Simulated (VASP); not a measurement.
Set up this calculation in VASP 6.6.1, as the native input.

* Task: single point
* Functional: PBE
* Potentials or basis: VASP PAW PBE potentials, release 64 (Mo_sv, Se)
* Cutoff: 520 eV
* k mesh: 2 × 4 × 1
* Occupations: gaussian, width 0.15 eV
* Spin: collinear spin
* Starting moments: [1.0, 1.0, 1.0, 1.0, 0.0, 0.0, 0.0, 0.0, 0.0, 0.0, 0.0, 0.0, 0.0, 0.0] μB
* Dipole correction: no
* Further INCAR settings: ALGO = Normal; EDIFF = 1e-07; NBANDS = 75

The structure of Mo2Se5 lies in POSCAR:

```
Mo2Se5
1.0
    5.7611816448      0.0000000000      0.0717478670
    0.0000000000      3.3318854302      0.0000000000
    0.2071329726      0.0000000000     18.5395425294
Mo Se
4 10
Direct
    0.3968800375      0.2500000000      0.6928926194
    0.8970579977      0.7500000000      0.6930217243
    0.1029420023      0.2500000000      0.3069782757
    0.6031199625      0.7500000000      0.3071073806
    0.5565788022      0.7500000000      0.7827740329
    0.5704014369      0.7500000000      0.6030209279
    0.0702888775      0.2500000000      0.6030400762
    0.0566421687      0.2500000000      0.7829441638
    0.1222220188      0.2500000000      0.0255351895
    0.8777779812      0.7500000000     -0.0255351895
    0.9433578313      0.7500000000      0.2170558362
    0.9297111225      0.7500000000      0.3969599238
    0.4295985631      0.2500000000      0.3969790721
    0.4434211978      0.2500000000      0.2172259671
```

The input as run:

INCAR

```
PREC = Accurate ; ENCUT = 520
EDIFF = 1E-7 ; ISMEAR = 0
SIGMA = 0.15 ; LREAL = False
LASPH = True ; NELM = 150
ALGO = Normal ; ISIF = 2
LWAVE = False ; LCHARG = False
ISPIN = 2 ; MAGMOM = 1 1 1 1 0 0 0 0 0 0 0 0 0 0
LORBIT = 11 ; LMAXMIX = 4
GGA = PE ; NBANDS = 75
```

KPOINTS

```
regular mesh
0
Gamma
  2 4 1
```

Potentials or basis: VASP PAW PBE potentials, release 64 (Mo_sv, Se).

Launch:

```bash
$ cat potpaw_PBE.64/Mo_sv/POTCAR potpaw_PBE.64/Se/POTCAR > POTCAR
$ mpirun -np 1 vasp_std > vasp.out
```

It gave:

| Item | Value |
| --- | --- |
| Pressure | 0.3 GPa |
| Largest force | 0.070 eV/Å |
| Band gap on the k mesh | 0.47 eV (least direct gap 0.49 eV) |
| Net moment | 0.00 μB per cell |
| Valence electrons inside the program's atomic spheres | Mo 12.36; Se 3.86, 3.74 (each value once) |

Caveat: the k points lie up to 0.55 Å⁻¹ apart; semilocal functionals underestimate gaps, and a narrow one can read as zero; this functional lacks dispersion, which binds layers or chains, so the pressure and a relaxed spacing across them are unreliable.

Wall time 15 min on 1 thread of Intel Xeon 8259CL, on a shared host, peak memory 0.69 GiB.
